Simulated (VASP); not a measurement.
# Hf2N (P4_2/mnm) in VASP: notebook

Runs on Hf2N. Level: PBEsol. Tasks: single point.

Program: VASP 6.6.1. These are calculated values, not measurements. Logs are shortened: lines on timing, memory, paths and dates and some standing lists are left out, and cuts for length are marked.

### 1 The cell of the first run

It takes space group P4_2/mnm (No. 136, tetragonal). The conventional cell has a = 5.313 Å, b = 5.313 Å, c = 3.242 Å, α = 90.00°, β = 90.00°, γ = 90.00°. Within 2.9 Å of Hf (site symmetry m2m) lie 3 N at 2.22 to 2.23 Å. Within 2.9 Å of N (site symmetry mmm) lie 6 Hf at 2.22 to 2.23 Å.

### 2 Single point, PBEsol

INCAR

```
PREC = Accurate
ENCUT = 520
EDIFF = 1E-6
ISMEAR = 0
SIGMA = 0.1
LREAL = F
LASPH = T
NELM = 100
ALGO = Normal
ISIF = 2
LWAVE = F
LCHARG = T
GGA = PS
LELF = T
LVHAR = T
NBANDS = 34
```

KPOINTS

```
regular mesh
0
Gamma
  4 4 6
```

POSCAR

```
Hf2N
1.0
    5.3131240200      0.0000000000      0.0000000000
    0.0000000000      5.3131240200      0.0000000000
    0.0000000000      0.0000000000      3.2420983900
Hf N
4 2
Direct
    0.2955363700      0.2955363700      0.0000000000
    0.7044636300      0.7044636300      0.0000000000
    0.7955363700      0.2044636300      0.5000000000
    0.2044636300      0.7955363700      0.5000000000
    0.0000000000      0.0000000000      0.0000000000
    0.5000000000      0.5000000000      0.5000000000
```

Potentials or basis: VASP PAW PBE potentials, release 64 (Hf_pv, N).

Run with:

```
cat potpaw_PBE.64/Hf_pv/POTCAR potpaw_PBE.64/N/POTCAR > POTCAR
mpirun -np 1 vasp_std > vasp.out
```

OUTCAR:

```text
PREC = Accurate
   ENCUT = 520
   EDIFF = 1E-6
   ISMEAR = 0
   LREAL = F
   LASPH = T
   NELM = 100
   ISIF = 2
   GGA = PS

 ion  position               nearest neighbor table
   1  0.296  0.296  0.000-   5 2.22   6 2.23   6 2.23   2 3.07   4 3.15   3 3.15   4 3.15   3 3.15
                             4 3.15   4 3.15   3 3.15   3 3.15   2 3.82   2 3.82
   2  0.704  0.704  0.000-   5 2.22   6 2.23   6 2.23   1 3.07   4 3.15   3 3.15   4 3.15   3 3.15
                             3 3.15   3 3.15   4 3.15   4 3.15   1 3.82   1 3.82
   3  0.796  0.204  0.500-   6 2.22   5 2.23   5 2.23   4 3.07   1 3.15   1 3.15   2 3.15   2 3.15
                             2 3.15   2 3.15   1 3.15   1 3.15   4 3.82   4 3.82
   4  0.204  0.796  0.500-   6 2.22   5 2.23   5 2.23   3 3.07   1 3.15   1 3.15   2 3.15   2 3.15
                             1 3.15   1 3.15   2 3.15   2 3.15   3 3.82   3 3.82
   5  0.000  0.000  0.000-   1 2.22   2 2.22   3 2.23   4 2.23   3 2.23   4 2.23
   6  0.500  0.500  0.500-   3 2.22   4 2.22   1 2.23   2 2.23   1 2.23   2 2.23

  LATTYP: Found a simple tetragonal cell.
 ALAT       =     5.3131240200
 C/A-ratio  =     0.6102056677

  Lattice vectors:

 A1 = (   5.3131240200,   0.0000000000,   0.0000000000)
 A2 = (   0.0000000000,   5.3131240200,   0.0000000000)
 A3 = (   0.0000000000,   0.0000000000,   3.2420983900)

Analysis of symmetry for initial positions (statically):
=====================================================================
 Subroutine PRICEL returns:
 Original cell was already a primitive cell.

 Routine SETGRP: Setting up the symmetry group for a
 simple tetragonal supercell.

 Subroutine GETGRP returns: Found 16 space group operations
 (whereof  8 operations were pure point group operations)
 out of a pool of 16 trial point group operations.

The static configuration has the point symmetry D_2h.
 The point group associated with its full space group is D_4h.

Analysis of symmetry for dynamics (positions and initial velocities):
=====================================================================
 Subroutine PRICEL returns:
 Original cell was already a primitive cell.

 Routine SETGRP: Setting up the symmetry group for a
 simple tetragonal supercell.

 Subroutine GETGRP returns: Found 16 space group operations
 (whereof  8 operations were pure point group operations)
 out of a pool of 16 trial point group operations.

The dynamic configuration has the point symmetry D_2h.
 The point group associated with its full space group is D_4h.

 Subroutine INISYM returns: Found 16 space group operations
 (whereof  8 operations are pure point group operations),
 and found     1 'primitive' translations

----------------------------------------------------------------------------------------

                                     Primitive cell

  volume of cell :      91.5221

  direct lattice vectors                    reciprocal lattice vectors
     5.313124020  0.000000000  0.000000000     0.188213186  0.000000000  0.000000000
     0.000000000  5.313124020  0.000000000     0.000000000  0.188213186  0.000000000
     0.000000000  0.000000000  3.242098390     0.000000000  0.000000000  0.308442212

  length of vectors
     5.313124020  5.313124020  3.242098390     0.188213186  0.188213186  0.308442212

  position of ions in fractional coordinates (direct lattice)
     0.295536370  0.295536370  0.000000000
     0.704463630  0.704463630  0.000000000
     0.795536370  0.204463630  0.500000000
     0.204463630  0.795536370  0.500000000
     0.000000000  0.000000000  0.000000000
     0.500000000  0.500000000  0.500000000

  ion indices of the primitive-cell ions
   primitive index   ion index
                 1           1
                 2           2
                 3           3
                 4           4
                 5           5
                 6           6

----------------------------------------------------------------------------------------

 KPOINTS: regular mesh

Automatic generation of k-mesh.
 Grid dimensions read from file:
 generate k-points for:    4    4    6

 Generating k-lattice:

  Cartesian coordinates                     Fractional coordinates (reciprocal lattice)
     0.047053297  0.000000000  0.000000000     0.250000000  0.000000000  0.000000000
     0.000000000  0.047053297  0.000000000     0.000000000  0.250000000  0.000000000
     0.000000000  0.000000000  0.051407035     0.000000000  0.000000000  0.166666667

  Length of vectors
     0.047053297  0.047053297  0.051407035

  Shift w.r.t. Gamma in fractional coordinates (k-lattice)
     0.000000000  0.000000000  0.000000000

 Subroutine IBZKPT returns following result:
 ===========================================

 Found     24 irreducible k-points:

 Following reciprocal coordinates:
            Coordinates               Weight
  0.000000  0.000000  0.000000      1.000000
  0.250000  0.000000  0.000000      4.000000
  0.500000  0.000000  0.000000      2.000000
  0.250000  0.250000  0.000000      4.000000
  0.500000  0.250000  0.000000      4.000000
  0.500000  0.500000  0.000000      1.000000
[... 16 lines left out ...]
  0.500000  0.250000  0.500000      4.000000
  0.500000  0.500000  0.500000      1.000000
   k-points           NKPTS =     24   k-points in BZ     NKDIM =     24   number of bands    NBANDS=     34
   number of dos      NEDOS =    301   number of ions     NIONS =      6
   total plane-waves  NPLWV =  38400
   dimension x,y,z NGX =    40 NGY =   40 NGZ =   24
   dimension x,y,z NGXF=    80 NGYF=   80 NGZF=   48
   ions per type =               4   2
   NGX,Y,Z   is equivalent  to a cutoff of  12.52, 12.52, 12.31 a.u.
   NGXF,Y,Z  is equivalent  to a cutoff of  25.03, 25.03, 24.61 a.u.
 SYSTEM =  unknown system
   PREC   = accura    normal or accurate (medium, high low for compatibility)
   ISTART =      0    job   : 0-new  1-cont  2-samecut
   ICHARG =      2    charge: 1-file 2-atom 10-const
   ISPIN  =      1    spin polarized calculation?
   LNONCOLLINEAR =      F non collinear calculations
   LSORBIT =      F    spin-orbit coupling
   LASPH  =      T    aspherical Exc in radial PAW
   ENCUT  =  520.0 eV  38.22 Ry    6.18 a.u.   9.88  9.88  6.03*2*pi/ulx,y,z
   NELM   =    100;   NELMIN=  2; NELMDL= -5     # of ELM steps
   EDIFF  = 0.1E-05   stopping-criterion for ELM
   LREAL  =      F    real-space projection
   EDIFFG = 0.1E-04   stopping-criterion for IOM
   NSW    =      0    number of steps for IOM
   IBRION =     -1    ionic relax: 0-MD 1-quasi-New 2-CG
   NFREE  =      0    steps in history (QN), initial steepest desc. (CG)
   ISIF   =      2    stress and relaxation
   ISYM   =      2    0-nonsym 1-usesym 2-fastsym
   POTIM  = 0.5000    time-step for ionic-motion
   TEBEG  =    0.0;   TEEND  =   0.0 temperature during run
   PSTRESS=    0.0 pullay stress
   NELECT =      50.0000    total number of electrons
   NUPDOWN=      -1.0000    fix difference up-down
   EMIN   =  10.00;   EMAX   =-10.00  energy-range for DOS
   EFERMI =   0.00;   METHOD = LEGACY
   ISMEAR =     0;   SIGMA  =   0.10  broadening in eV -4-tet -1-fermi 0-gaus
   EFERMI_NEDOS =   21; number of points for ismear=-14 and -15
   IALGO  =     38    algorithm
   IMIX   =      4    mixing-type and parameters
     AMIX     =   0.40;   BMIX     =  1.00
     AMIX_MAG =   1.60;   BMIX_MAG =  1.00
  volume/ion in A,a.u.               =      15.25       102.94
  Fermi-wavevector in a.u.,A,eV,Ry     =   1.338308  2.529036 24.368970  1.791069
  Thomas-Fermi vector in A             =   2.466789
   LORBIT       =      0    0 simple, 1 ext, 2 COOP (PROOUT), +10 PAW based schemes
   GGA     = PS    functional components
   LHFCALC =     F    Hartree Fock is set to
   AEXX    =    0.0000 exact exchange contribution
   IVDW    =     0    specifies the selected vdW correction
   LEPSILON=     F    determine dielectric tensor
   LRPA    =     F    only Hartree local field effects (RPA)
 non-spin polarized calculation
 Gauss-broadening in eV      SIGMA  =   0.10
  energy-cutoff  :      520.00
  volume of cell :       91.52
 maximum number of plane-waves:      2496
 NGX is ok and might be reduce to    40
   NGX = 19   NGY = 19   NGZ = 13

 number of electron      50.0000008 magnetization

 Free energy of the ion-electron system (eV)
  ---------------------------------------------------
  ext. energy  EPLUGINS =         0.00000000
  ---------------------------------------------------
  free energy    TOTEN  =       -67.50974705 eV

  energy without entropy =      -67.49918216  energy(sigma->0) =      -67.50446461

 E-fermi :   5.7252     XC(G=0): -12.1055

 val. band max:        5.6982840608   @ k =   0.2500   0.2500   0.1667
 cond. band min:       5.7611723553   @ k =   0.2500   0.0000   0.0000
 fundamental gap:      0.0628882945
 Fermi energy:         5.7251629039

 k-point     1 :       0.0000    0.0000    0.0000
  band No.  band energies     occupation
      1     -25.3398      2.00000
      2     -24.8466      2.00000
      3     -24.7820      2.00000
      4     -24.7820      2.00000
      5     -24.5556      2.00000
      6     -24.4089      2.00000
[... 26 lines left out ...]
     33       9.0575      0.00000
     34       9.0575      0.00000

 k-point     2 :       0.2500    0.0000    0.0000
  band No.  band energies     occupation
      1     -25.2561      2.00000
      2     -24.8745      2.00000
      3     -24.8033      2.00000
      4     -24.6764      2.00000
      5     -24.5233      2.00000
      6     -24.4113      2.00000
[... 26 lines left out ...]
     33       9.0040      0.00000
     34       9.7239      0.00000

 k-point     3 :       0.5000    0.0000    0.0000
  band No.  band energies     occupation
      1     -25.0662      2.00000
      2     -25.0662      2.00000
      3     -24.6122      2.00000
      4     -24.6122      2.00000
      5     -24.4816      2.00000
      6     -24.4816      2.00000
[... 26 lines left out ...]
     33       9.6664      0.00000
     34       9.6664      0.00000

 k-point     4 :       0.2500    0.2500    0.0000
  band No.  band energies     occupation
      1     -25.1758      2.00000
      2     -24.8515      2.00000
      3     -24.7929      2.00000
      4     -24.6542      2.00000
      5     -24.4928      2.00000
      6     -24.3934      2.00000
[... 26 lines left out ...]
     33       9.7174      0.00000
     34      10.1340      0.00000

 k-point     5 :       0.5000    0.2500    0.0000
  band No.  band energies     occupation
      1     -24.9978      2.00000
      2     -24.9978      2.00000
      3     -24.6210      2.00000
      4     -24.6210      2.00000
      5     -24.4855      2.00000
      6     -24.4855      2.00000
[... 621 lines left out ...]
 k-point    22 :       0.2500    0.2500    0.5000
  band No.  band energies     occupation
      1     -25.0840      2.00000
      2     -25.0004      2.00000
      3     -24.8490      2.00000
      4     -24.8401      2.00000
      5     -24.7300      2.00000
      6     -24.5121      2.00000
[... 26 lines left out ...]
     33      10.7214      0.00000
     34      11.4882      0.00000

 k-point    23 :       0.5000    0.2500    0.5000
  band No.  band energies     occupation
      1     -25.1052      2.00000
      2     -25.1052      2.00000
      3     -24.8943      2.00000
      4     -24.8943      2.00000
      5     -24.5837      2.00000
      6     -24.5837      2.00000
[... 26 lines left out ...]
     33      11.0382      0.00000
     34      11.0382      0.00000

 k-point    24 :       0.5000    0.5000    0.5000
  band No.  band energies     occupation
      1     -25.1716      2.00000
      2     -25.1716      2.00000
      3     -24.9340      2.00000
      4     -24.9340      2.00000
      5     -24.4503      2.00000
      6     -24.4503      2.00000
[... 26 lines left out ...]
     33      11.5075      0.00000
     34      11.5078      0.00000

------------------------ aborting loop because EDIFF is reached ----------------------------------------

  FORCE on cell =-STRESS in cart. coord.  units (eV):
  Direction    XX          YY          ZZ          XY          YZ          ZX
  --------------------------------------------------------------------------------------
  -------------------------------------------------------------------------------------
  Total       -1.6988048     -1.6988048     -2.2722367     -0.0000000      0.0000000      0.0000000
  in kB      -29.7391101    -29.7391101    -39.7775521     -0.0000000      0.0000000      0.0000000
  external PRESSURE =     -33.0852575 kB  Pullay stress =       0.0000000 kB

 VOLUME and BASIS-vectors are now :
 -----------------------------------------------------------------------------
  energy-cutoff  :      520.00
  volume of cell :       91.52
      direct lattice vectors                 reciprocal lattice vectors
     5.313124020  0.000000000  0.000000000     0.188213186  0.000000000  0.000000000
     0.000000000  5.313124020  0.000000000     0.000000000  0.188213186  0.000000000
     0.000000000  0.000000000  3.242098390     0.000000000  0.000000000  0.308442212

 POSITION                                       TOTAL-FORCE (eV/Angst)
 -----------------------------------------------------------------------------------
      1.57022      1.57022      0.00000        -0.050067     -0.050067     -0.000000
      3.74290      3.74290      0.00000         0.050067      0.050067      0.000000
      4.22678      1.08634      1.62105        -0.050067      0.050067      0.000000
      1.08634      4.22678      1.62105         0.050067     -0.050067     -0.000000
      0.00000      0.00000      0.00000        -0.000000      0.000000     -0.000000
      2.65656      2.65656      1.62105        -0.000000      0.000000     -0.000000
 -----------------------------------------------------------------------------------
    total drift:                                0.000000      0.000000      0.000000

  FREE ENERGIE OF THE ION-ELECTRON SYSTEM (eV)
  ---------------------------------------------------
  free  energy   TOTEN  =       -67.5097470527 eV

  energy  without entropy=      -67.4991821585  energy(sigma->0) =      -67.50446461
```

Wall time 39 s (1 thread of Intel Xeon Platinum 8488C (Sapphire Rapids), shared host); peak memory 0.21 GiB.

What came out:

- Free energy: -67.5097 eV
- Pressure: -3.3 GPa
- Largest force: 0.071 eV/Å
- Band gap on the k mesh: zero (band 25 reaches 7.21 eV, above the bottom of band 26 at 4.55 eV)

Forces on the atoms (eV/Å):
```
Hf  -0.050 -0.050  0.000
Hf   0.050  0.050  0.000
Hf  -0.050  0.050  0.000
Hf   0.050 -0.050  0.000
N    0.000  0.000  0.000
N    0.000  0.000  0.000
```

Levels at points of the mesh, in eV from the Fermi level:
| k point | band 23 | band 24 | band 25 | band 26 | band 27 | band 28 |
| --- | --- | --- | --- | --- | --- | --- |
| (0.00, 0.00, 0.00) | -0.05 | 0.87 | 1.11 | 1.19 | 1.19 | 1.63 |
| (0.50, 0.00, 0.00) | -0.99 | -0.99 | 1.49 | 1.49 | 1.92 | 1.92 |
| (0.50, 0.50, 0.00) | -1.34 | -1.34 | 1.13 | 1.13 | 1.58 | 1.58 |
| (0.00, 0.00, 0.50) | -1.19 | -1.19 | -1.17 | -1.17 | 2.25 | 2.25 |
| (0.50, 0.00, 0.50) | -1.09 | -1.09 | -0.87 | -0.87 | 1.84 | 1.84 |
| (0.50, 0.50, 0.50) | -0.77 | -0.77 | -0.50 | -0.50 | 1.36 | 1.36 |

Caveat: the PAW data sets were made with another functional, which shifts forces and pressure a little; spin-orbit coupling is left out, which moves the levels of the heavy elements.

(Continued in part 2 of 2.)
